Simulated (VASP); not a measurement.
# GdMn (Pm-3m) in VASP: further runs

Runs on GdMn. Level: r2SCAN. Tasks: single point.

All numbers are computed with VASP 6.6.1; they aren't measurements. Logs are shortened: lines on timing, memory, paths and dates and some standing lists are left out, and cuts for length are marked.

**1. The cell of the first run**

The structure is cubic, space group Pm-3m (No. 221). Conventional cell: a = 3.588 Å, b = 3.588 Å, c = 3.588 Å, α = 90.00°, β = 90.00°, γ = 90.00°. Within 4.1 Å of Gd (site symmetry m-3m) lie 8 Mn at 3.11 Å and 6 Gd at 3.59 Å. Mn (site symmetry m-3m) has 8 Gd at 3.11 Å and 6 Mn at 3.59 Å within 4.1 Å.

**2. Single point, r2SCAN, collinear spin, ferrimagnetic start (23.09 Å³/atom)**

POSCAR reads:

```
GdMn
1.0
    3.5879684930      0.0000000000      0.0000000000
    0.0000000000      3.5879684930      0.0000000000
    0.0000000000      0.0000000000      3.5879684930
Gd Mn
1 1
Direct
    0.0000000000      0.0000000000      0.0000000000
    0.5000000000      0.5000000000      0.5000000000
```

INCAR.step1 reads:

```
SYSTEM = GdMn
ALGO = Normal
EDIFF = 1E-4
ENCUT = 520
GGA = PE
ISMEAR = 0
ISPIN = 2
LASPH = .TRUE.
LCHARG = .FALSE.
LMAXMIX = 6
LREAL = .FALSE.
LWAVE = .TRUE.
MAGMOM = 8.12 -4.57
NBANDS = 26
NELM = 150
PREC = Accurate
SIGMA = 0.05
```

INCAR.step2 reads:

```
SYSTEM = GdMn
ALGO = Normal
EDIFF = 1E-7
ENCUT = 520
ISIF = 2
ISMEAR = 0
ISPIN = 2
ISTART = 1
LASPH = .TRUE.
LCHARG = .FALSE.
LMAXMIX = 6
LMIXTAU = .TRUE.
LORBIT = 11
LREAL = .FALSE.
LWAVE = .FALSE.
MAGMOM = 8.12 -4.57
METAGGA = R2SCAN
NBANDS = 26
NELM = 150
PREC = Accurate
SIGMA = 0.05
```

KPOINTS reads:

```
k-points
0
G
  10 10 10
  0 0 0
```

Potentials or basis: VASP PAW PBE potentials, release 64 (Gd, Mn_pv).

Launch:

```bash
> cat potpaw_PBE.64/Gd/POTCAR potpaw_PBE.64/Mn_pv/POTCAR > POTCAR
> cp INCAR.step1 INCAR
> mpirun -np 1 vasp_std > vasp.out
> cp INCAR.step2 INCAR
> mpirun -np 1 vasp_std > vasp.out
```

OUTCAR:

```text
SYSTEM = GdMn
   EDIFF = 1E-7
   ENCUT = 520
   ISIF = 2
   ISMEAR = 0
   ISPIN = 2
   ISTART = 1
   LASPH = .TRUE.
   LORBIT = 11
   LREAL = .FALSE.
   METAGGA = R2SCAN
   NELM = 150
   PREC = Accurate

 ion  position               nearest neighbor table
   1  0.000  0.000  0.000-   2 3.11   2 3.11   2 3.11   2 3.11   2 3.11   2 3.11   2 3.11   2 3.11

   2  0.500  0.500  0.500-   1 3.11   1 3.11   1 3.11   1 3.11   1 3.11   1 3.11   1 3.11   1 3.11

  LATTYP: Found a simple cubic cell.
 ALAT       =     3.5879684930

  Lattice vectors:

 A1 = (   3.5879684930,   0.0000000000,   0.0000000000)
 A2 = (   0.0000000000,   3.5879684930,   0.0000000000)
 A3 = (   0.0000000000,   0.0000000000,   3.5879684930)

Analysis of symmetry for initial positions (statically):
=====================================================================
 Subroutine PRICEL returns:
 Original cell was already a primitive cell.

 Routine SETGRP: Setting up the symmetry group for a
 simple cubic supercell.

 Subroutine GETGRP returns: Found 48 space group operations
 (whereof 48 operations were pure point group operations)
 out of a pool of 48 trial point group operations.

The static configuration has the point symmetry O_h .

Analysis of symmetry for dynamics (positions and initial velocities):
=====================================================================
 Subroutine PRICEL returns:
 Original cell was already a primitive cell.

 Routine SETGRP: Setting up the symmetry group for a
 simple cubic supercell.

 Subroutine GETGRP returns: Found 48 space group operations
 (whereof 48 operations were pure point group operations)
 out of a pool of 48 trial point group operations.

The dynamic configuration has the point symmetry O_h .

Analysis of structural, dynamic, and magnetic symmetry:
=====================================================================
 Subroutine PRICEL returns:
 Original cell was already a primitive cell.

 Routine SETGRP: Setting up the symmetry group for a
 simple cubic supercell.

 Subroutine GETGRP returns: Found 48 space group operations
 (whereof 48 operations were pure point group operations)
 out of a pool of 48 trial point group operations.

The overall configuration has the point symmetry O_h .

 Subroutine INISYM returns: Found 48 space group operations
 (whereof 48 operations are pure point group operations),
 and found     1 'primitive' translations

----------------------------------------------------------------------------------------

                                     Primitive cell

  volume of cell :      46.1898

  direct lattice vectors                    reciprocal lattice vectors
     3.587968493  0.000000000  0.000000000     0.278709248  0.000000000  0.000000000
     0.000000000  3.587968493  0.000000000     0.000000000  0.278709248  0.000000000
     0.000000000  0.000000000  3.587968493     0.000000000  0.000000000  0.278709248

  length of vectors
     3.587968493  3.587968493  3.587968493     0.278709248  0.278709248  0.278709248

  position of ions in fractional coordinates (direct lattice)
     0.000000000  0.000000000  0.000000000
     0.500000000  0.500000000  0.500000000

  ion indices of the primitive-cell ions
   primitive index   ion index
                 1           1
                 2           2

----------------------------------------------------------------------------------------

 KPOINTS: k-points

Automatic generation of k-mesh.
 Grid dimensions read from file:
 generate k-points for:   10   10   10

 Generating k-lattice:

  Cartesian coordinates                     Fractional coordinates (reciprocal lattice)
     0.027870925  0.000000000  0.000000000     0.100000000  0.000000000  0.000000000
     0.000000000  0.027870925  0.000000000     0.000000000  0.100000000  0.000000000
     0.000000000  0.000000000  0.027870925     0.000000000  0.000000000  0.100000000

  Length of vectors
     0.027870925  0.027870925  0.027870925

  Shift w.r.t. Gamma in fractional coordinates (k-lattice)
     0.000000000  0.000000000  0.000000000

 Subroutine IBZKPT returns following result:
 ===========================================

 Found     56 irreducible k-points:

 Following reciprocal coordinates:
            Coordinates               Weight
  0.000000  0.000000  0.000000      1.000000
  0.100000  0.000000  0.000000      6.000000
  0.200000  0.000000  0.000000      6.000000
  0.300000  0.000000  0.000000      6.000000
  0.400000  0.000000  0.000000      6.000000
  0.500000  0.000000  0.000000      3.000000
[... 16 lines left out ...]
  0.200000  0.100000  0.100000     24.000000
  0.300000  0.100000  0.100000     24.000000
 [... further k-points ...]
   k-points           NKPTS =     56   k-points in BZ     NKDIM =     56   number of bands    NBANDS=     26
   number of dos      NEDOS =    301   number of ions     NIONS =      2
   total plane-waves  NPLWV =  21952
   dimension x,y,z NGX =    28 NGY =   28 NGZ =   28
   dimension x,y,z NGXF=    56 NGYF=   56 NGZF=   56
   ions per type =               1   1
   NGX,Y,Z   is equivalent  to a cutoff of  12.97, 12.97, 12.97 a.u.
   NGXF,Y,Z  is equivalent  to a cutoff of  25.95, 25.95, 25.95 a.u.
 SYSTEM =  GdMn
   PREC   = accura    normal or accurate (medium, high low for compatibility)
   ISTART =      1    job   : 0-new  1-cont  2-samecut
   ICHARG =      0    charge: 1-file 2-atom 10-const
   ISPIN  =      2    spin polarized calculation?
   LNONCOLLINEAR =      F non collinear calculations
   LSORBIT =      F    spin-orbit coupling
   LASPH  =      T    aspherical Exc in radial PAW
   ENCUT  =  520.0 eV  38.22 Ry    6.18 a.u.   6.67  6.67  6.67*2*pi/ulx,y,z
   NELM   =    150;   NELMIN=  2; NELMDL=  0     # of ELM steps
   EDIFF  = 0.1E-06   stopping-criterion for ELM
   LREAL  =      F    real-space projection
   EDIFFG = 0.1E-05   stopping-criterion for IOM
   NSW    =      0    number of steps for IOM
   IBRION =     -1    ionic relax: 0-MD 1-quasi-New 2-CG
   NFREE  =      0    steps in history (QN), initial steepest desc. (CG)
   ISIF   =      2    stress and relaxation
   ISYM   =      2    0-nonsym 1-usesym 2-fastsym
   POTIM  = 0.5000    time-step for ionic-motion
   TEBEG  =    0.0;   TEEND  =   0.0 temperature during run
   PSTRESS=    0.0 pullay stress
   NELECT =      31.0000    total number of electrons
   NUPDOWN=      -1.0000    fix difference up-down
   EMIN   =  10.00;   EMAX   =-10.00  energy-range for DOS
   EFERMI =   0.00;   METHOD = LEGACY
   ISMEAR =     0;   SIGMA  =   0.05  broadening in eV -4-tet -1-fermi 0-gaus
   EFERMI_NEDOS =   21; number of points for ismear=-14 and -15
   IALGO  =     38    algorithm
   IMIX   =      4    mixing-type and parameters
     AMIX     =   0.40;   BMIX     =  1.00
     AMIX_MAG =   1.60;   BMIX_MAG =  1.00
  volume/ion in A,a.u.               =      23.09       155.85
  Fermi-wavevector in a.u.,A,eV,Ry     =   1.433332  2.708605 27.952359  2.054440
  Thomas-Fermi vector in A             =   2.552862
   LORBIT       =     11    0 simple, 1 ext, 2 COOP (PROOUT), +10 PAW based schemes
   METAGGA = R2SCAN    functional components
   LHFCALC =     F    Hartree Fock is set to
   AEXX    =    0.0000 exact exchange contribution
   IVDW    =     0    specifies the selected vdW correction
   LEPSILON=     F    determine dielectric tensor
   LRPA    =     F    only Hartree local field effects (RPA)
 spin polarized calculation
 Gauss-broadening in eV      SIGMA  =   0.05
  energy-cutoff  :      520.00
  volume of cell :       46.19
 maximum number of plane-waves:      1267
 NGX is ok and might be reduce to    28
   NGX = 13   NGY = 13   NGZ = 13

 number of electron      30.9999998 magnetization       3.6553955

 Free energy of the ion-electron system (eV)
  ---------------------------------------------------
  ext. energy  EPLUGINS =         0.00000000
  ---------------------------------------------------
  free energy    TOTEN  =       -55.92340363 eV

  energy without entropy =      -55.92238616  energy(sigma->0) =      -55.92289490

 E-fermi :   4.6916     XC(G=0): -11.6333

 val. band max:        4.6663179353   @ k =   0.5000   0.2000   0.2000
 cond. band min:       4.6932984908   @ k =   0.5000   0.3000   0.0000
 fundamental gap:      0.0269805555
 Fermi energy:         4.6915955886

 spin component 1

 k-point     1 :       0.0000    0.0000    0.0000
  band No.  band energies     occupation
      1     -42.5973      1.00000
      2     -42.5973      1.00000
      3     -42.5973      1.00000
      4     -42.1614      1.00000
      5     -18.6983      1.00000
      6     -18.6983      1.00000
[... 18 lines left out ...]
     25      10.0474      0.00000
     26      11.5897      0.00000
[... 644 lines left out ...]
      4     -42.1308      1.00000
      5     -18.9901      1.00000
      6     -18.7151      1.00000
[... 18 lines left out ...]
     25       9.3499      0.00000
     26      10.8020      0.00000

 [... further k-points ...]

 spin component 2

 k-point     1 :       0.0000    0.0000    0.0000
  band No.  band energies     occupation
      1     -48.0992      1.00000
      2     -48.0992      1.00000
      3     -48.0992      1.00000
      4     -38.2551      1.00000
      5     -15.9034      1.00000
      6     -15.9034      1.00000
[... 18 lines left out ...]
     25      10.8832      0.00000
     26      11.3772      0.00000
[... 644 lines left out ...]
      4     -38.2293      1.00000
      5     -16.2365      1.00000
      6     -15.9206      1.00000
[... 18 lines left out ...]
     25      10.1829      0.00000
     26      11.6502      0.00000

 [... further k-points ...]
[... 5 lines left out ...]
  --------------------------------------------------------------------------------------
  -------------------------------------------------------------------------------------
  Total        0.5870496      0.5870496      0.5870496     -0.0000000     -0.0000000      0.0000000
  in kB       20.3628934     20.3628934     20.3628934     -0.0000000     -0.0000000      0.0000000
  external PRESSURE =      20.3628934 kB  Pullay stress =       0.0000000 kB

 VOLUME and BASIS-vectors are now :
 -----------------------------------------------------------------------------
  energy-cutoff  :      520.00
  volume of cell :       46.19
      direct lattice vectors                 reciprocal lattice vectors
     3.587968493  0.000000000  0.000000000     0.278709248  0.000000000  0.000000000
     0.000000000  3.587968493  0.000000000     0.000000000  0.278709248  0.000000000
     0.000000000  0.000000000  3.587968493     0.000000000  0.000000000  0.278709248

 POSITION                                       TOTAL-FORCE (eV/Angst)
 -----------------------------------------------------------------------------------
      0.00000      0.00000      0.00000         0.000000      0.000000      0.000000
      1.79398      1.79398      1.79398         0.000000      0.000000      0.000000
 -----------------------------------------------------------------------------------
    total drift:                                0.000000      0.000000      0.000000

  FREE ENERGIE OF THE ION-ELECTRON SYSTEM (eV)
  ---------------------------------------------------
  free  energy   TOTEN  =       -55.9234036298 eV

  energy  without entropy=      -55.9223861609  energy(sigma->0) =      -55.92289490

 total charge

# of ion       s       p       d       f       tot
--------------------------------------------------
    1        2.071   5.615   0.625   6.937  15.248
    2        0.412   6.185   4.856   0.000  11.453
--------------------------------------------------
tot          2.483  11.800   5.481   6.937  26.701

 magnetization (x)

# of ion       s       p       d       f       tot
--------------------------------------------------
    1        0.014  -0.120   0.286   6.876   7.055
    2       -0.082  -0.000  -3.928   0.000  -4.010
--------------------------------------------------
tot         -0.068  -0.120  -3.642   6.876   3.046
```

It took 5.2 min on 1 thread of Intel Xeon 6975P-C (Granite Rapids), shared host; peak memory 0.26 GiB.

What came out:

```
Free energy                                           : -55.9234 eV
Pressure                                              : 2.0 GPa
Net moment                                            : 3.66 μB per cell
Site moments                                          : Gd +7.05; Mn -4.01 μB
Valence electrons inside the program's atomic spheres : Gd 15.25; Mn 11.45
```

Caveat: the PAW data sets were made with another functional, which shifts forces and pressure a little; spin-orbit coupling is left out, which moves the levels of the heavy elements; semilocal functionals describe open f shells poorly, which spoils levels, moments and volumes. The state reached can hang on the start; a lower one may exist.

**3. Single point, r2SCAN, collinear spin, ferrimagnetic start (23.58 Å³/atom)**

This run uses another cell than the first one, of 23.58 Å³/atom.

POSCAR reads:

```
GdMn
1.0
    3.6127138853      0.0000000000      0.0000000000
    0.0000000000      3.6127138853      0.0000000000
    0.0000000000      0.0000000000      3.6127138853
Gd Mn
1 1
Direct
    0.0000000000      0.0000000000      0.0000000000
    0.5000000000      0.5000000000      0.5000000000
```

INCAR.step1 reads:

```
PREC = Accurate
ENCUT = 520
ISMEAR = 0
SIGMA = 0.05
LREAL = F
LASPH = T
NELM = 150
ISPIN = 2
MAGMOM = 8.13 -4.61
LMAXMIX = 6
NBANDS = 26
GGA = PE
ALGO = Normal
EDIFF = 1E-4
LWAVE = T
LCHARG = F
```

INCAR.step2 reads:

```
PREC = Accurate
ENCUT = 520
EDIFF = 1E-6
ISMEAR = 0
SIGMA = 0.05
LREAL = F
LASPH = T
NELM = 150
ALGO = Normal
ISIF = 2
LWAVE = F
LCHARG = T
ISPIN = 2
MAGMOM = 8.13 -4.61
LORBIT = 11
LMAXMIX = 6
METAGGA = R2SCAN
LMIXTAU = T
LELF = T
LVHAR = T
NBANDS = 26
ISTART = 1
```

KPOINTS reads:

```
Automatic mesh
0
Gamma
  10 10 10
```

Potentials or basis: VASP PAW PBE potentials, release 64 (Gd, Mn_pv).

Launch:

```bash
> cat potpaw_PBE.64/Gd/POTCAR potpaw_PBE.64/Mn_pv/POTCAR > POTCAR
> cp INCAR.step1 INCAR
> mpirun -np 1 vasp_std > vasp.out
> cp INCAR.step2 INCAR
> mpirun -np 1 vasp_std > vasp.out
```

It took 4.7 min on 1 thread of Intel Xeon 6975P-C (Granite Rapids), shared host; peak memory 0.27 GiB.

It converged, with:

| Property | Result |
| --- | --- |
| Free energy | -55.9325 eV |
| Pressure | 1.0 GPa |
| Net moment | 3.66 μB per cell |
| Site moments | Gd +7.06; Mn -4.03 μB |
| Valence electrons inside the program's atomic spheres | Gd 15.24; Mn 11.44 |

Levels at points of the mesh, in eV from the Fermi level:
Spin up:
| k point | band 13 | band 14 | band 15 | band 16 | band 17 | band 18 | band 19 | band 20 | band 21 | band 22 |
| --- | --- | --- | --- | --- | --- | --- | --- | --- | --- | --- |
| (0.00, 0.00, 0.00) | -5.40 | -5.40 | -5.36 | -2.18 | -2.18 | 1.44 | 1.44 | 1.44 | 2.66 | 2.66 |
| (0.50, 0.00, 0.00) | -5.35 | -5.35 | -3.63 | -2.72 | -0.26 | 0.29 | 1.52 | 1.52 | 1.71 | 1.71 |
| (0.50, 0.50, 0.00) | -5.35 | -5.35 | -3.38 | -2.02 | 0.15 | 0.15 | 0.51 | 0.51 | 2.09 | 2.12 |
| (0.50, 0.50, 0.50) | -5.36 | -5.36 | -1.85 | -1.85 | -1.85 | 0.57 | 0.57 | 0.57 | 2.16 | 2.16 |
Spin down:
| k point | band 11 | band 12 | band 13 | band 14 | band 15 | band 16 | band 17 | band 18 |
| --- | --- | --- | --- | --- | --- | --- | --- | --- |
| (0.00, 0.00, 0.00) | -3.37 | -3.37 | -3.37 | 1.72 | 1.72 | 1.72 | 1.75 | 1.75 |
| (0.50, 0.00, 0.00) | -3.45 | -3.31 | -2.45 | -1.86 | 1.67 | 1.73 | 1.77 | 1.83 |
| (0.50, 0.50, 0.00) | -3.69 | -2.91 | -1.90 | 0.79 | 0.79 | 1.69 | 1.77 | 1.77 |
| (0.50, 0.50, 0.50) | -2.90 | -2.90 | -1.25 | -1.25 | -1.25 | 0.70 | 1.80 | 1.80 |

Caveat: the PAW data sets were made with another functional, which shifts forces and pressure a little; spin-orbit coupling is left out, which moves the levels of the heavy elements; semilocal functionals describe open f shells poorly, which spoils levels, moments and volumes. The state reached can hang on the start; a lower one may exist.

(Continued in part 2 of 2.)
